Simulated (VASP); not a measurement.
# LiNbO (P-6m2) in VASP: further runs, part 2 of 2

VASP 6.6.1.

## (3) Relaxation of cell and atoms, PBE

This run uses another cell than the first one, of 13.55 Å³/atom.

INCAR reads:

```
ALGO = Normal
EDIFF = 1E-7
EDIFFG = -0.01
ENCUT = 600
GGA = PE
IBRION = 2
ISIF = 3
ISMEAR = 0
LASPH = True
LCHARG = False
LREAL = False
LWAVE = False
NELM = 100
NSW = 100
PREC = Accurate
SIGMA = 0.1
```

KPOINTS reads:

```
k-points
0
Gamma
  18 18 12
```

POSCAR reads:

```
LiNbO
1.0
    3.5233841600      0.0000000000      0.0000000000
   -1.7616920800      3.0513401900      0.0000000000
    0.0000000000      0.0000000000      3.7811810100
Li Nb O
1 1 1
Direct
    0.6666666700      0.3333333300      0.0000000000
    0.3333333300      0.6666666700      0.5000000000
    0.0000000000      0.0000000000      0.5000000000
```

Potentials or basis: VASP PAW PBE potentials, release 64 (Li_sv, Nb_sv, O).

Command:

```
$ cat potpaw_PBE.64/Li_sv/POTCAR potpaw_PBE.64/Nb_sv/POTCAR potpaw_PBE.64/O/POTCAR > POTCAR
$ mpirun -np 1 vasp_std > vasp.out
```

OUTCAR:

```text
EDIFF = 1E-7
   EDIFFG = -0.01
   ENCUT = 600
   GGA = PE
   IBRION = 2
   ISIF = 3
   ISMEAR = 0
   LASPH = True
   LREAL = False
   NELM = 100
   NSW = 100
   PREC = Accurate

 ion  position               nearest neighbor table
   1  0.667  0.333  0.000-   2 2.78   2 2.78   2 2.78   2 2.78   2 2.78   2 2.78
   2  0.333  0.667  0.500-   3 2.03   3 2.03   3 2.03   1 2.78   1 2.78   1 2.78   1 2.78   1 2.78
                             1 2.78
   3  0.000  0.000  0.500-   2 2.03   2 2.03   2 2.03

  LATTYP: Found a hexagonal cell.
 ALAT       =     3.5233841600
 C/A-ratio  =     1.0731673977

  Lattice vectors:

 A1 = (   3.5233841600,   0.0000000000,   0.0000000000)
 A2 = (  -1.7616920800,   3.0513401900,   0.0000000000)
 A3 = (   0.0000000000,   0.0000000000,   3.7811810100)

Analysis of symmetry for initial positions (statically):
=====================================================================
 Subroutine PRICEL returns:
 Original cell was already a primitive cell.

 Routine SETGRP: Setting up the symmetry group for a
 hexagonal supercell.

 Subroutine GETGRP returns: Found 12 space group operations
 (whereof 12 operations were pure point group operations)
 out of a pool of 24 trial point group operations.

The static configuration has the point symmetry D_3h.

Analysis of symmetry for dynamics (positions and initial velocities):
=====================================================================
 Subroutine PRICEL returns:
 Original cell was already a primitive cell.

 Routine SETGRP: Setting up the symmetry group for a
 hexagonal supercell.

 Subroutine GETGRP returns: Found 12 space group operations
 (whereof 12 operations were pure point group operations)
 out of a pool of 24 trial point group operations.

The dynamic configuration has the point symmetry D_3h.

 Subroutine INISYM returns: Found 12 space group operations
 (whereof 12 operations are pure point group operations),
 and found     1 'primitive' translations

----------------------------------------------------------------------------------------

[... 146 lines left out ...]

  FORCE on cell =-STRESS in cart. coord.  units (eV):
  Direction    XX          YY          ZZ          XY          YZ          ZX
  --------------------------------------------------------------------------------------
  -------------------------------------------------------------------------------------
  Total       -0.1236513     -0.1236513      2.6366535     -0.0000000      0.0000000      0.0000000
  in kB       -4.8733920     -4.8733920    103.9167473     -0.0000000      0.0000000      0.0000000
  external PRESSURE =      31.3899878 kB  Pullay stress =       0.0000000 kB
[... 24 lines left out ...]
--------------------------------------- Ionic step        2  -------------------------------------------

 number of electron      22.0000002 magnetization

 E-fermi :   6.9005     XC(G=0): -10.3800

 val. band max:        6.9000987108   @ k =   0.0556   0.0556   0.5000
 cond. band min:       6.9034786568   @ k =   0.3889   0.0000   0.2500
 fundamental gap:      0.0033799459
 Fermi energy:         6.9004952758

 k-point     1 :       0.0000    0.0000    0.0000
  band No.  band energies     occupation
      1     -48.8216      2.00000
      2     -39.3594      2.00000
      3     -24.9308      2.00000
      4     -24.9308      2.00000
      5     -24.7458      2.00000
      6     -13.9824      2.00000
      7      -0.8313      2.00000
      8      -0.8313      2.00000
      9       1.3486      2.00000
     10       3.3895      2.00000
     11       7.4672      0.00000
     12       7.8061      0.00000
     13       7.8061      0.00000
     14      11.4856      0.00000
[... 482 lines left out ...]
  FREE ENERGIE OF THE ION-ELECTRON SYSTEM (eV)
  ---------------------------------------------------
  free  energy   TOTEN  =       -19.3640365467 eV

  energy  without entropy=      -19.3547219446  energy(sigma->0) =      -19.35937925

[... ionic steps 4 to 8 ...]

--------------------------------------- Ionic step        9  -------------------------------------------

 number of electron      21.9999985 magnetization

------------------------ aborting loop because EDIFF is reached ----------------------------------------
[... 69 lines left out ...]
--------------------------------------- Ionic step       11  -------------------------------------------

 number of electron      21.9999992 magnetization

 Free energy of the ion-electron system (eV)
  ---------------------------------------------------
  ext. energy  EPLUGINS =         0.00000000
  ---------------------------------------------------
  free energy    TOTEN  =       -19.44423834 eV

  energy without entropy =      -19.43445523  energy(sigma->0) =      -19.43934678

 E-fermi :   5.6887     XC(G=0):  -9.6560

 val. band max:        5.6782460930   @ k =   0.5000   0.0000   0.5000
 cond. band min:       5.6913278014   @ k =   0.3333   0.0556   0.0000
 fundamental gap:      0.0130817084
 Fermi energy:         5.6886851271

 k-point     1 :       0.0000    0.0000    0.0000
  band No.  band energies     occupation
      1     -50.2360      2.00000
      2     -40.7744      2.00000
      3     -26.3305      2.00000
      4     -26.3305      2.00000
      5     -26.1608      2.00000
      6     -15.4893      2.00000
      7      -2.4199      2.00000
      8      -2.4199      2.00000
      9      -0.2875      2.00000
     10       2.1996      2.00000
     11       6.4832      0.00000
     12       6.4832      0.00000
     13       6.6050      0.00000
     14       8.8130      0.00000
[... 445 lines left out ...]
  FREE ENERGIE OF THE ION-ELECTRON SYSTEM (eV)
  ---------------------------------------------------
  free  energy   TOTEN  =       -19.4442383386 eV

  energy  without entropy=      -19.4344552277  energy(sigma->0) =      -19.43934678

 reached required accuracy - stopping structural energy minimisation
```

OSZICAR:

```text
N       E                     dE             d eps       ncg     rms          rms(c)
DAV:   1     0.226091871199E+03    0.22609E+03   -0.13469E+04  7770   0.171E+03
DAV:   2    -0.842826001221E+00   -0.22693E+03   -0.22329E+03  9632   0.534E+02
DAV:   3    -0.203895552367E+02   -0.19547E+02   -0.19317E+02 14879   0.116E+02
[... 132 lines left out ...]
DAV:   4    -0.194442279007E+02    0.90720E-05   -0.21591E-04 13444   0.972E-02    0.248E-02
DAV:   5    -0.194442293852E+02   -0.14844E-05   -0.22886E-05  9718   0.338E-02    0.167E-02
DAV:   6    -0.194442382050E+02   -0.88199E-05   -0.14410E-05 11771   0.324E-02    0.555E-03
DAV:   7    -0.194442384670E+02   -0.26195E-06   -0.60716E-06 13280   0.155E-02    0.118E-03
DAV:   8    -0.194442382792E+02    0.18778E-06   -0.26297E-07  7562   0.383E-03    0.706E-04
DAV:   9    -0.194442383386E+02   -0.59391E-07   -0.16435E-08  4753   0.155E-03
  11 F= -.19444238E+02 E0= -.19439347E+02  d E =-.157427E-02
```

Run time: 10 min. Hardware: 1 thread of Intel Xeon 6975P-C (Granite Rapids), shared host; peak memory 0.35 GiB.

What came out:

```
Free energy                           : -19.4442 eV
Relaxed volume                        : 16.28 Å³/atom
Relaxed cell                          : a = 3.435 Å, b = 3.435 Å, c = 4.778 Å, α = 90.00°, β = 90.00°, γ = 120.00°
Space group after relaxing (to 0.1 Å) : P-6m2 (No. 187)
Energy gained by relaxing             : 138.9 meV/atom
Ionic steps                           : 11
Pressure after relaxing               : 0.0 GPa
Band gap on the k mesh                : zero (bands 11 and 12 overlap by 2.00 eV)
```

Step by step:
| step | energy change (eV) | largest force (eV/Å) | pressure (GPa) | volume (Å³) |
| --- | --- | --- | --- | --- |
| 1 | 0.0000 | 0.0000 | 3.14 | 40.65 |
| 2 | -0.1072 | 0.0000 | 1.52 | 42.21 |
| 3 | -0.3365 | 0.0000 | -1.72 | 46.79 |
| 4 | -0.1987 | 0.0000 | -6.57 | 55.61 |
| 5 | -0.3926 | 0.0000 | -3.10 | 49.24 |
| 6 | -0.3965 | 0.0000 | -3.53 | 50.04 |
| 7 | -0.2641 | 0.0000 | 9.15 | 47.75 |
| 8 | -0.4152 | 0.0000 | -0.65 | 49.44 |
| 9 | -0.4152 | 0.0000 | -0.59 | 49.43 |
| 10 | -0.4167 | 0.0000 | -0.08 | 48.94 |
| 11 | -0.4167 | 0.0000 | 0.03 | 48.83 |

Final structure:
```
Li Nb O
1.0
     3.43529    0.00000    0.00000
    -1.71764    2.97505    0.00000
     0.00000    0.00000    4.77801
Li Nb O
1 1 1
Direct
  0.66667 0.33333 0.00000
  0.33333 0.66667 0.50000
  0.00000 0.00000 0.50000
```

Levels at points of the mesh, in eV from the Fermi level:
| k point | band 7 | band 8 | band 9 | band 10 | band 11 | band 12 | band 13 | band 14 | band 15 |
| --- | --- | --- | --- | --- | --- | --- | --- | --- | --- |
| (0.00, 0.00, 0.00) | -8.11 | -8.11 | -5.98 | -3.49 | 0.79 | 0.79 | 0.92 | 3.12 | 5.29 |
| (0.50, 0.00, 0.00) | -7.52 | -6.62 | -6.30 | -1.70 | -0.48 | 0.24 | 0.34 | 2.45 | 2.68 |
| (0.00, 0.00, 0.50) | -8.10 | -8.10 | -6.28 | -1.39 | -0.44 | 0.68 | 0.68 | 0.90 | 5.37 |
| (0.50, 0.00, 0.50) | -7.51 | -6.79 | -6.29 | -0.82 | -0.03 | -0.01 | 0.83 | 1.21 | 2.51 |

Caveat: the cutoff is under 1.25 times the usual one of these potentials, so pressure, stress and relaxed cells hold a basis-set (Pulay) error; the volume moved by over 15 % at a fixed basis, so the end points are rough.
